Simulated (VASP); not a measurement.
The system is Ta.

```xyz
1
Lattice="-1.6442 1.6442 1.6442 1.6442 -1.6442 1.6442 1.6442 1.6442 -1.6442" Properties=species:S:1:pos:R:3 pbc="T T T"
Ta    0.0000    0.0000    0.0000
```

| Item | Value |
| --- | --- |
| Program | VASP 6.6.1 |
| Task | relaxation of cell and atoms |
| Functional | r2SCAN |
| Potentials or basis | VASP PAW PBE potentials, release 64 (Ta_pv) |
| Cutoff | 600 eV |
| k mesh | 8 × 8 × 8 |
| Occupations | tetrahedron |
| Spin | no spin polarisation |

At the start: pressure 5.4 GPa; volume 17.78 Å³/atom.

Problem. Where does the relaxation end?

Solution. Over 4 steps the energy falls by 7.5 meV/atom and the volume is 18.24 Å³/atom (+2.6 %); space group Im-3m (No. 229, to 0.05 Å).

The path:
```tsv
step	energy change (eV)	largest force (eV/Å)	pressure (GPa)	volume (Å³)
1	0.0000	0.0000	5.37	17.78
2	0.0303	0.0000	-10.50	19.36
3	-0.0075	0.0000	-0.19	18.26
4	-0.0075	0.0000	0.00	18.24
```

Final structure:
```xyz
1
Lattice="-1.6582 1.6582 1.6582 1.6582 -1.6582 1.6582 1.6582 1.6582 -1.6582" Properties=species:S:1:pos:R:3 pbc="T T T"
Ta    0.0000    0.0000    0.0000
```

Caveat: the PAW data sets were made with another functional, which shifts forces and pressure a little.
